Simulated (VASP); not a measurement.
# Sn (Fm-3m) in VASP: notebook, part 2 of 2

VASP 6.6.1. Earlier steps stand in the parts before.

**5. Single point, PBE**

This run uses another cell than the first one, of 27.93 Å³/atom, 1.042 times its volume.

INCAR reads:

```
  PREC = Accurate
  ENCUT = 520
  EDIFF = 1E-6
  ISMEAR = -1
  SIGMA = 0.06122561905347299
  LREAL = F
  LASPH = T
  NELM = 80
  ALGO = Normal
  ISIF = 2
  LWAVE = F
  LCHARG = F
  GGA = PE
  NBANDS = 13
```

KPOINTS reads:

```
regular mesh
0
Gamma
  13 13 13
```

POSCAR reads:

```
Sn
1.0
    0.0000000000      2.4080628706      2.4080628706
    2.4080628706      0.0000000000      2.4080628706
    2.4080628706      2.4080628706      0.0000000000
Sn
1
Direct
    0.0000000000      0.0000000000      0.0000000000
```

Potentials or basis: VASP PAW PBE potentials, release 64 (Sn_d).

Launch:

```bash
$ cat potpaw_PBE.64/Sn_d/POTCAR > POTCAR
$ mpirun -np 1 vasp_std > vasp.out
```

OUTCAR:

```text
PREC = Accurate
   ENCUT = 520
   EDIFF = 1E-6
   ISMEAR = -1
   LREAL = F
   LASPH = T
   NELM = 80
   ISIF = 2
   GGA = PE

 ion  position               nearest neighbor table
   1  0.000  0.000  0.000-

  LATTYP: Found a face centered cubic cell.
 ALAT       =     4.8161257412

  Lattice vectors:

 A1 = (   0.0000000000,   2.4080628706,   2.4080628706)
 A2 = (   2.4080628706,   0.0000000000,   2.4080628706)
 A3 = (   2.4080628706,   2.4080628706,   0.0000000000)

Analysis of symmetry for initial positions (statically):
=====================================================================
 Subroutine PRICEL returns:
 Original cell was already a primitive cell.

 Routine SETGRP: Setting up the symmetry group for a
 face centered cubic supercell.

 Subroutine GETGRP returns: Found 48 space group operations
 (whereof 48 operations were pure point group operations)
 out of a pool of 48 trial point group operations.

The static configuration has the point symmetry O_h .

Analysis of symmetry for dynamics (positions and initial velocities):
=====================================================================
 Subroutine PRICEL returns:
 Original cell was already a primitive cell.

 Routine SETGRP: Setting up the symmetry group for a
 face centered cubic supercell.

 Subroutine GETGRP returns: Found 48 space group operations
 (whereof 48 operations were pure point group operations)
 out of a pool of 48 trial point group operations.

The dynamic configuration has the point symmetry O_h .

 Subroutine INISYM returns: Found 48 space group operations
 (whereof 48 operations are pure point group operations),
 and found     1 'primitive' translations

----------------------------------------------------------------------------------------

                                     Primitive cell

  volume of cell :      27.9276

[... 107 lines left out ...]
  volume/ion in A,a.u.               =      27.93       188.46
  Fermi-wavevector in a.u.,A,eV,Ry     =   1.300488  2.457566 23.011113  1.691269
  Thomas-Fermi vector in A             =   2.431684
   LORBIT       =      0    0 simple, 1 ext, 2 COOP (PROOUT), +10 PAW based schemes
   GGA     = PE    functional components
   LHFCALC =     F    Hartree Fock is set to
   AEXX    =    0.0000 exact exchange contribution
   IVDW    =     0    specifies the selected vdW correction
   LEPSILON=     F    determine dielectric tensor
   LRPA    =     F    only Hartree local field effects (RPA)
 non-spin polarized calculation
  energy-cutoff  :      520.00
  volume of cell :       27.93
 maximum number of plane-waves:       769
 NGX is ok and might be reduce to    28
   NGX = 13   NGY = 13   NGZ = 13

 number of electron      14.0000000 magnetization

 Free energy of the ion-electron system (eV)
  ---------------------------------------------------
  ext. energy  EPLUGINS =         0.00000000
  ---------------------------------------------------
  free energy    TOTEN  =        -3.78659440 eV

  energy without entropy =       -3.78051525  energy(sigma->0) =       -3.78355483

 E-fermi :   7.8535     XC(G=0): -10.2369

 val. band max:        7.7525627517   @ k =   0.3846   0.2308   0.0000
 cond. band min:       7.9152180657   @ k =   0.3077   0.0769   0.0000
 fundamental gap:      0.1626553140
 Fermi energy:         7.8534918631

 k-point     1 :       0.0000    0.0000    0.0000
  band No.  band energies     occupation
      1     -13.7357      2.00000
      2     -13.7357      2.00000
      3     -13.7357      2.00000
      4     -13.6652      2.00000
      5     -13.6652      2.00000
      6      -3.1253      2.00000
      7      15.2972      0.00000
      8      15.2972      0.00000
      9      15.2972      0.00000
     10      18.3919      0.00000
     11      19.4851      0.00000
     12      19.4851      0.00000
     13      19.4851      0.00000
[... 354 lines left out ...]
  band No.  band energies     occupation
      1     -13.7460      2.00000
      2     -13.7109      2.00000
      3     -13.6973      2.00000
      4     -13.6302      2.00000
      5     -13.5929      2.00000
      6       0.5686      2.00000
      7       4.9530      2.00000
      8      11.1287      0.00000
      9      12.1045      0.00000
     10      15.3744      0.00000
     11      20.2726      0.00000
     12      20.6132      0.00000
     13      22.0612      0.00000

 [... further k-points ...]
[... 5 lines left out ...]
  --------------------------------------------------------------------------------------
  -------------------------------------------------------------------------------------
  Total        0.0201151      0.0201151      0.0201151      0.0000000      0.0000000      0.0000000
  in kB        1.1539814      1.1539814      1.1539814      0.0000000      0.0000000      0.0000000
  external PRESSURE =       1.1539814 kB  Pullay stress =       0.0000000 kB

 VOLUME and BASIS-vectors are now :
 -----------------------------------------------------------------------------
  energy-cutoff  :      520.00
  volume of cell :       27.93
      direct lattice vectors                 reciprocal lattice vectors
     0.000000000  2.408062871  2.408062871    -0.207635775  0.207635775  0.207635775
     2.408062871  0.000000000  2.408062871     0.207635775 -0.207635775  0.207635775
     2.408062871  2.408062871  0.000000000     0.207635775  0.207635775 -0.207635775

 POSITION                                       TOTAL-FORCE (eV/Angst)
 -----------------------------------------------------------------------------------
      0.00000      0.00000      0.00000         0.000000      0.000000      0.000000
 -----------------------------------------------------------------------------------
    total drift:                               -0.000000     -0.000000     -0.000000

  FREE ENERGIE OF THE ION-ELECTRON SYSTEM (eV)
  ---------------------------------------------------
  free  energy   TOTEN  =        -3.7865943977 eV

  energy  without entropy=       -3.7805152547  energy(sigma->0) =       -3.78355483
```

OSZICAR:

```text
N       E                     dE             d eps       ncg     rms          rms(c)
DAV:   1     0.820691310607E+02    0.82069E+02   -0.71835E+03  2207   0.160E+03
DAV:   2     0.190831578225E+01   -0.80161E+02   -0.77941E+02  2299   0.343E+02
DAV:   3    -0.367616907420E+01   -0.55845E+01   -0.55643E+01  2644   0.740E+01
DAV:   4    -0.379401051717E+01   -0.11784E+00   -0.11781E+00  2660   0.115E+01
DAV:   5    -0.379813787960E+01   -0.41274E-02   -0.41273E-02  2938   0.207E+00    0.124E+00
DAV:   6    -0.378954805352E+01    0.85898E-02   -0.92031E-03  2872   0.162E+00    0.687E-01
DAV:   7    -0.378670679990E+01    0.28413E-02   -0.60079E-03  2789   0.126E+00    0.901E-02
DAV:   8    -0.378659387684E+01    0.11292E-03   -0.61932E-04  2734   0.422E-01    0.214E-02
DAV:   9    -0.378659374613E+01    0.13071E-06   -0.10744E-05  3029   0.426E-02    0.133E-02
DAV:  10    -0.378659439772E+01   -0.65158E-06   -0.17291E-06  2635   0.145E-02
   1 F= -.37865944E+01 E0= -.37835548E+01  d E =-.607914E-02
```

stdout:

```text
POSCAR found type information on POSCAR Sn
 POSCAR found :  1 types and       1 ions
 scaLAPACK will be used
 LDA part: xc-table for (Slater+PW92), standard interpolation
 POSCAR, INCAR and KPOINTS ok, starting setup
 FFT: planning ... GRIDC
 FFT: planning ... GRID_SOFT
 FFT: planning ... GRID
 WAVECAR not read
 entering main loop
```

It took 44 s on 1 thread of Intel Xeon Platinum 8259CL at 2.50GHz (Skylake/Cascade Lake), shared host; peak memory 0.17 GiB.

Results:

* Free energy: -3.7866 eV
* Pressure: 0.1 GPa
* Band gap on the k mesh: zero (band 7 reaches 15.30 eV, above the bottom of band 8 at 5.93 eV)

Levels at points of the mesh, in eV from the Fermi level:
```csv
k point,band 3,band 4,band 5,band 6,band 7,band 8,band 9,band 10,band 11,band 12
"(0.00, 0.00, 0.00)",-21.59,-21.52,-21.52,-10.98,7.44,7.44,7.44,10.54,11.63,11.63
```

Caveat: spin-orbit coupling is left out, which moves the levels of the heavy elements.

**6. Overview**

```tsv
cell	gap on the mesh (eV)	pressure (GPa)
a = 3.359 Å, angles 60.0°, 1 atom	none	2.2
a = 3.383 Å, angles 60.0°, 1 atom	none	1.1
a = 3.406 Å, angles 60.0°, 1 atom	none	0.1
```

Alike in all rows: task single point; level PBE; potentials or basis VASP PAW PBE potentials, release 64 (Sn_d); no spin polarisation; k mesh 13 × 13 × 13; cutoff (eV) 520; smearing fermi-dirac 0.0612256 eV.

Caveats: spin-orbit coupling is left out, which moves the levels of the heavy elements.

Total energies depend on the potentials used, so only differences within one code and one set of settings carry meaning.
